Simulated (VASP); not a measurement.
# Tl (I4_1/amd) in VASP: notebook

Tl is run at these levels: PBE; tasks: single point.

Everything below comes from runs of VASP 6.6.1. Logs are shortened: lines on timing, memory, paths and dates and some standing lists are left out, and cuts for length are marked.

## Step 1: The cell of the first run

It takes space group I4_1/amd (No. 141, tetragonal). The conventional cell has a = 4.827 Å, b = 4.827 Å, c = 2.575 Å, α = 90.00°, β = 90.00°, γ = 90.00°. Tl (site symmetry -4m2) has 10 Tl at 2.50 to 3.09 Å within 3.3 Å.

## Step 2: Single point, PBE (15.00 Å³/atom)

Contents of INCAR:

```
PREC = Accurate
ENCUT = 520
EDIFF = 1E-6
ISMEAR = -1
SIGMA = 0.08
LREAL = F
LASPH = T
NELM = 60
ALGO = Normal
ISIF = 2
LWAVE = F
LCHARG = F
GGA = PE
NBANDS = 20
```

Contents of KPOINTS:

```
Automatic mesh
0
Gamma
  13 13 13
```

Contents of POSCAR:

```
Tl
1.0
   -2.4134690733      2.4134690733      1.2876740544
    2.4134690733     -2.4134690733      1.2876740544
    2.4134690733      2.4134690733     -1.2876740544
Tl
2
Direct
   -0.3750000000     -0.1250000000     -0.2500000000
    0.3750000000      0.1250000000      0.2500000000
```

Potentials or basis: VASP PAW PBE potentials, release 64 (Tl_d).

Command:

```console
> cat potpaw_PBE.64/Tl_d/POTCAR > POTCAR
> mpirun -np 1 vasp_std > vasp.out
```

OUTCAR:

```text
PREC = Accurate
   ENCUT = 520
   EDIFF = 1E-6
   ISMEAR = -1
   LREAL = F
   LASPH = T
   NELM = 60
   ISIF = 2
   GGA = PE

 ion  position               nearest neighbor table
   1  0.625  0.875  0.750-   2 2.50   2 2.50   2 2.50   2 2.50   2 3.09   2 3.09   2 3.09   2 3.09
                             2 4.02   2 4.02
   2  0.375  0.125  0.250-   1 2.50   1 2.50   1 2.50   1 2.50   1 3.09   1 3.09   1 3.09   1 3.09
                             1 4.02   1 4.02

  LATTYP: Found a body centered tetragonal cell.
 ALAT       =     4.8269381466
 C/A-ratio  =     0.5335365879

  Lattice vectors:

 A1 = (  -2.4134690733,   2.4134690733,   1.2876740544)
 A2 = (   2.4134690733,  -2.4134690733,   1.2876740544)
 A3 = (   2.4134690733,   2.4134690733,  -1.2876740544)

Analysis of symmetry for initial positions (statically):
=====================================================================
 Subroutine PRICEL returns:
 Original cell was already a primitive cell.

 Routine SETGRP: Setting up the symmetry group for a
 body centered tetragonal supercell.

 Subroutine GETGRP returns: Found 16 space group operations
 (whereof  4 operations were pure point group operations)
 out of a pool of 16 trial point group operations.

The static configuration has the point symmetry C_2h.
 The point group associated with its full space group is D_4h.

Analysis of symmetry for dynamics (positions and initial velocities):
=====================================================================
 Subroutine PRICEL returns:
 Original cell was already a primitive cell.

 Routine SETGRP: Setting up the symmetry group for a
 body centered tetragonal supercell.

 Subroutine GETGRP returns: Found 16 space group operations
 (whereof  4 operations were pure point group operations)
 out of a pool of 16 trial point group operations.

The dynamic configuration has the point symmetry C_2h.
 The point group associated with its full space group is D_4h.

 Subroutine INISYM returns: Found 16 space group operations
 (whereof  4 operations are pure point group operations),
 and found     1 'primitive' translations

----------------------------------------------------------------------------------------

                                     Primitive cell

  volume of cell :      30.0019
[... 76 lines left out ...]
   ions per type =               2
   NGX,Y,Z   is equivalent  to a cutoff of  12.76, 12.76, 12.76 a.u.
   NGXF,Y,Z  is equivalent  to a cutoff of  25.52, 25.52, 25.52 a.u.
 SYSTEM =  unknown system
   PREC   = accura    normal or accurate (medium, high low for compatibility)
   ISTART =      0    job   : 0-new  1-cont  2-samecut
   ICHARG =      2    charge: 1-file 2-atom 10-const
   ISPIN  =      1    spin polarized calculation?
   LNONCOLLINEAR =      F non collinear calculations
   LSORBIT =      F    spin-orbit coupling
   LASPH  =      T    aspherical Exc in radial PAW
   ENCUT  =  520.0 eV  38.22 Ry    6.18 a.u.   6.78  6.78  6.78*2*pi/ulx,y,z
   NELM   =     60;   NELMIN=  2; NELMDL= -5     # of ELM steps
   EDIFF  = 0.1E-05   stopping-criterion for ELM
   LREAL  =      F    real-space projection
   EDIFFG = 0.1E-04   stopping-criterion for IOM
   NSW    =      0    number of steps for IOM
   IBRION =     -1    ionic relax: 0-MD 1-quasi-New 2-CG
   NFREE  =      0    steps in history (QN), initial steepest desc. (CG)
   ISIF   =      2    stress and relaxation
   ISYM   =      2    0-nonsym 1-usesym 2-fastsym
   POTIM  = 0.5000    time-step for ionic-motion
   TEBEG  =    0.0;   TEEND  =   0.0 temperature during run
   PSTRESS=    0.0 pullay stress
   NELECT =      26.0000    total number of electrons
   NUPDOWN=      -1.0000    fix difference up-down
   EMIN   =  10.00;   EMAX   =-10.00  energy-range for DOS
   EFERMI =   0.00;   METHOD = LEGACY
   ISMEAR =    -1;   SIGMA  =   0.08  broadening in eV -4-tet -1-fermi 0-gaus
   EFERMI_NEDOS =   21; number of points for ismear=-14 and -15
   IALGO  =     38    algorithm
   IMIX   =      4    mixing-type and parameters
     AMIX     =   0.40;   BMIX     =  1.00
     AMIX_MAG =   1.60;   BMIX_MAG =  1.00
  volume/ion in A,a.u.               =      15.00       101.23
  Fermi-wavevector in a.u.,A,eV,Ry     =   1.560808  2.949499 33.145446  2.436122
  Thomas-Fermi vector in A             =   2.663966
   LORBIT       =      0    0 simple, 1 ext, 2 COOP (PROOUT), +10 PAW based schemes
   GGA     = PE    functional components
   LHFCALC =     F    Hartree Fock is set to
   AEXX    =    0.0000 exact exchange contribution
   IVDW    =     0    specifies the selected vdW correction
   LEPSILON=     F    determine dielectric tensor
   LRPA    =     F    only Hartree local field effects (RPA)
 non-spin polarized calculation
  energy-cutoff  :      520.00
  volume of cell :       30.00
 maximum number of plane-waves:       819
   NGX = 13   NGY = 13   NGZ = 13

 number of electron      25.9999996 magnetization

 Free energy of the ion-electron system (eV)
  ---------------------------------------------------
  ext. energy  EPLUGINS =         0.00000000
  ---------------------------------------------------
  free energy    TOTEN  =         3.82556681 eV

  energy without entropy =        3.84237650  energy(sigma->0) =        3.83397166

 E-fermi :  16.8758     XC(G=0): -13.7912

 val. band max:       16.8635133465   @ k =  -0.3846   0.1538  -0.0000
 cond. band min:      16.8909179295   @ k =  -0.4615  -0.4615   0.1538
 fundamental gap:      0.0274045830
 Fermi energy:        16.8758326224

 k-point     1 :       0.0000    0.0000    0.0000
  band No.  band energies     occupation
      1      -0.1315      2.00000
      2       0.4259      2.00000
      3       0.5576      2.00000
      4       1.0155      2.00000
      5       1.2297      2.00000
      6       3.8077      2.00000
[... 541 lines left out ...]
     19      29.5581      0.00000
     20      30.2667      0.00000

 [... further k-points ...]
[... 5 lines left out ...]
  --------------------------------------------------------------------------------------
  -------------------------------------------------------------------------------------
  Total       31.0813363     31.0813363     31.0713774      0.0000000      0.0000000      0.0000000
  in kB     1659.8194610   1659.8194610   1659.2876324      0.0000000      0.0000000      0.0000000
  external PRESSURE =    1659.6421848 kB  Pullay stress =       0.0000000 kB

 VOLUME and BASIS-vectors are now :
 -----------------------------------------------------------------------------
  energy-cutoff  :      520.00
  volume of cell :       30.00
      direct lattice vectors                 reciprocal lattice vectors
    -2.413469073  2.413469073  1.287674054     0.000000000  0.207170668  0.388297022
     2.413469073 -2.413469073  1.287674054     0.207170668  0.000000000  0.388297022
     2.413469073  2.413469073 -1.287674054     0.207170668  0.207170668  0.000000000

 POSITION                                       TOTAL-FORCE (eV/Angst)
 -----------------------------------------------------------------------------------
      2.41347      1.20673      0.96576         0.000000     -0.000000     -0.000000
      0.00000      1.20673      0.32192        -0.000000      0.000000      0.000000
 -----------------------------------------------------------------------------------
    total drift:                                0.000000      0.000000     -0.000000

  FREE ENERGIE OF THE ION-ELECTRON SYSTEM (eV)
  ---------------------------------------------------
  free  energy   TOTEN  =         3.8255668059 eV

  energy  without entropy=        3.8423765045  energy(sigma->0) =        3.83397166
```

stdout:

```text
POSCAR found type information on POSCAR Tl
 POSCAR found :  1 types and       2 ions
 scaLAPACK will be used
 LDA part: xc-table for (Slater+PW92), standard interpolation
 POSCAR, INCAR and KPOINTS ok, starting setup
 FFT: planning ... GRIDC
 FFT: planning ... GRID_SOFT
 FFT: planning ... GRID
 WAVECAR not read
 entering main loop
```

Wall time 2.5 min (1 thread of Oxide Virtual Turin-like, shared host); peak memory 0.19 GiB.

Results:

| Item | Value |
| --- | --- |
| Free energy | 3.8256 eV |
| Pressure | 166.0 GPa |
| Band gap on the k mesh | zero (bands 13 and 14 overlap by 10.18 eV) |

Levels at points of the mesh, in eV from the Fermi level:
| k point | band 9 | band 10 | band 11 | band 12 | band 13 | band 14 | band 15 | band 16 | band 17 | band 18 |
| --- | --- | --- | --- | --- | --- | --- | --- | --- | --- | --- |
| (0.00, 0.00, 0.00) | -13.01 | -11.99 | -11.03 | -2.06 | -2.06 | 1.42 | 6.87 | 10.25 | 10.25 | 15.34 |

Caveat: the cell stands under pressure; spin-orbit coupling is left out, which moves the levels of the heavy elements.

## Step 3: Single point, PBE

This run uses another cell than the first one, of 17.33 Å³/atom.

Contents of INCAR:

```
PREC     = Accurate       # precision mode
ENCUT    = 520            # plane-wave cutoff, eV
EDIFF    = 1E-6           # SCF threshold, eV
ISMEAR   = -1             # smearing method
SIGMA    = 0.08           # smearing width, eV
LREAL    = F              # projectors in reciprocal space
LASPH    = T              # aspherical terms in the spheres
NELM     = 60             # most SCF steps
ALGO     = Normal         # electronic algorithm
ISIF     = 2              # what is computed and relaxed
LWAVE    = F              # write WAVECAR
LCHARG   = F              # write CHGCAR
GGA      = PE             # functional
NBANDS   = 20             # bands
```

KPOINTS is that of step 2.

Contents of POSCAR:

```
Tl
1.0
   -2.5308179444      2.5308179444      1.3531889442
    2.5308179444     -2.5308179444      1.3531889442
    2.5308179444      2.5308179444     -1.3531889442
Tl
2
Direct
   -0.3750000000     -0.1250000000     -0.2500000000
    0.3750000000      0.1250000000      0.2500000000
```

Potentials or basis: VASP PAW PBE potentials, release 64 (Tl_d).

Command:

```console
> cat potpaw_PBE.64/Tl_d/POTCAR > POTCAR
> mpirun -np 1 vasp_std > vasp.out
```

Run time: 2.5 min. Hardware: 1 thread of Oxide Virtual Turin-like, shared host; peak memory 0.2 GiB.

It converged, with:

```
Free energy            : 0.2129 eV
Pressure               : 90.3 GPa
Band gap on the k mesh : zero (bands 13 and 14 overlap by 9.86 eV)
```

Stress tensor (GPa, compression positive):
```
90.47  0.00  0.00
 0.00 90.47  0.00
 0.00  0.00 89.88
```

Levels at points of the mesh, in eV from the Fermi level:
```tsv
k point	band 10	band 11	band 12	band 13	band 14	band 15	band 16	band 17
(0.00, 0.00, 0.00)	-11.63	-10.89	-1.45	-1.45	0.27	6.41	10.12	10.12
```

Caveat: the cell stands under pressure; spin-orbit coupling is left out, which moves the levels of the heavy elements.

## Step 4: Single point, PBE (17.33 Å³/atom)

This run uses another cell than the first one, of 17.33 Å³/atom.

Contents of INCAR:

```
SYSTEM = Tl
  ALGO = Normal
  EDIFF = 1E-7
  ENCUT = 520
  GGA = PE
  ISIF = 2
  ISMEAR = -1
  LASPH = .TRUE.
  LCHARG = .FALSE.
  LREAL = .FALSE.
  LWAVE = .FALSE.
  NBANDS = 20
  NELM = 80
  PREC = Accurate
  SIGMA = 0.08
```

Contents of KPOINTS:

```
k-points
0
G
  13 13 13
  0 0 0
```

POSCAR is that of step 3.

Command:

```console
> cat potpaw_PBE.64/Tl_d/POTCAR > POTCAR
> mpirun -np 1 vasp_std > vasp.out
```

Wall time 3.3 min (1 thread of Oxide Virtual Turin-like, shared host); peak memory 0.2 GiB.

It converged, with:

* Free energy: 0.2129 eV
* Pressure: 90.3 GPa
* Band gap on the k mesh: zero (bands 13 and 14 overlap by 9.86 eV)

Stress tensor (GPa, compression positive):
```
90.48  0.00  0.00
 0.00 90.48  0.00
 0.00  0.00 89.90
```

Levels at points of the mesh, in eV from the Fermi level:
| k point | band 9 | band 10 | band 11 | band 12 | band 13 | band 14 | band 15 | band 16 | band 17 | band 18 |
| --- | --- | --- | --- | --- | --- | --- | --- | --- | --- | --- |
| (0.00, 0.00, 0.00) | -12.37 | -11.63 | -10.89 | -1.45 | -1.45 | 0.27 | 6.41 | 10.12 | 10.12 | 14.17 |

Caveat: the cell stands under pressure; spin-orbit coupling is left out, which moves the levels of the heavy elements.

## Step 5: Single point, PBE

This run uses another cell than the first one, of 20.00 Å³/atom.

Contents of INCAR:

```
  PREC = Accurate
  ENCUT = 520
  EDIFF = 1E-7
  ISMEAR = -1
  SIGMA = 0.08
  LREAL = False
  LASPH = True
  NELM = 100
  ALGO = Normal
  ISIF = 2
  LWAVE = False
  LCHARG = True
  GGA = PE
  LELF = True
  LVHAR = True
  NBANDS = 20
```

Contents of KPOINTS:

```
regular mesh
0
Gamma
  13 13 13
```

Contents of POSCAR:

```
Tl
1.0
   -2.6544642092      2.6544642092      1.4193006766
    2.6544642092     -2.6544642092      1.4193006766
    2.6544642092      2.6544642092     -1.4193006766
Tl
2
Direct
   -0.3750000000     -0.1250000000     -0.2500000000
    0.3750000000      0.1250000000      0.2500000000
```

Command:

```console
> cat potpaw_PBE.64/Tl_d/POTCAR > POTCAR
> mpirun -np 1 vasp_std > vasp.out
```

Wall time 3.1 min (1 thread of Oxide Virtual Turin-like, shared host); peak memory 0.22 GiB.

It converged, with:

```
Free energy            : -1.9942 eV
Pressure               : 47.1 GPa
Band gap on the k mesh : zero (bands 13 and 14 overlap by 8.56 eV)
```

Stress tensor (GPa, compression positive):
```
47.16  0.00  0.00
 0.00 47.16  0.00
 0.00  0.00 46.83
```

Levels at points of the mesh, in eV from the Fermi level:
| k point | band 11 | band 12 | band 13 | band 14 | band 15 | band 16 |
| --- | --- | --- | --- | --- | --- | --- |
| (0.00, 0.00, 0.00) | -10.82 | -1.00 | -1.00 | -0.74 | 5.98 | 9.71 |

Caveat: the cell stands under pressure; spin-orbit coupling is left out, which moves the levels of the heavy elements.

## Step 6: Single point, PBE (20.00 Å³/atom)

This run uses another cell than the first one, of 20.00 Å³/atom.

Contents of INCAR:

```
SYSTEM = Tl
PREC = Accurate
ENCUT = 520
EDIFF = 1E-6
ISMEAR = -1
SIGMA = 0.08
LREAL = .False.
LASPH = .True.
NELM = 80
ALGO = Normal
ISIF = 2
LWAVE = .False.
LCHARG = .False.
GGA = PE
NBANDS = 20
```

Contents of KPOINTS:

```
Automatic mesh
0
Gamma
  13 13 13
  0 0 0
```

POSCAR is that of step 5.

Potentials or basis: VASP PAW PBE potentials, release 64 (Tl_d).

Command:

```console
> cat potpaw_PBE.64/Tl_d/POTCAR > POTCAR
> mpirun -np 1 vasp_std > vasp.out
```

Wall time 3.1 min (1 thread of Oxide Virtual Turin-like, shared host); peak memory 0.23 GiB.

It converged, with:

```
Free energy            : -1.9942 eV
Pressure               : 47.0 GPa
Band gap on the k mesh : zero (bands 13 and 14 overlap by 8.56 eV)
```

Stress tensor (GPa, compression positive):
```
47.14  0.00  0.00
 0.00 47.14  0.00
 0.00  0.00 46.81
```

Levels at points of the mesh, in eV from the Fermi level:
```tsv
k point	band 11	band 12	band 13	band 14	band 15	band 16
(0.00, 0.00, 0.00)	-10.82	-1.00	-1.00	-0.74	5.98	9.71
```

Caveat: the cell stands under pressure; spin-orbit coupling is left out, which moves the levels of the heavy elements.

## Step 7: The runs side by side

```tsv
cell	gap on the mesh (eV)	pressure (GPa)
a = 3.648 Å, angles 97.2, 97.2, 138.7°, 2 atoms	none	166.0
a = 3.826 Å, angles 97.2, 97.2, 138.6°, 2 atoms	none	90.3
a = 4.013 Å, angles 97.2, 97.2, 138.6°, 2 atoms	none	47.0
```

Alike in all rows: task single point; level PBE; potentials or basis VASP PAW PBE potentials, release 64 (Tl_d); no spin polarisation; k mesh 13 × 13 × 13; cutoff (eV) 520; smearing fermi-dirac 0.08 eV.

Caveats: the cell stands under pressure; spin-orbit coupling is left out, which moves the levels of the heavy elements.

Absolute energies hang on the potentials; compare differences alone.

The gap in the log of VASP goes by the Fermi energy; the results here count the filled bands.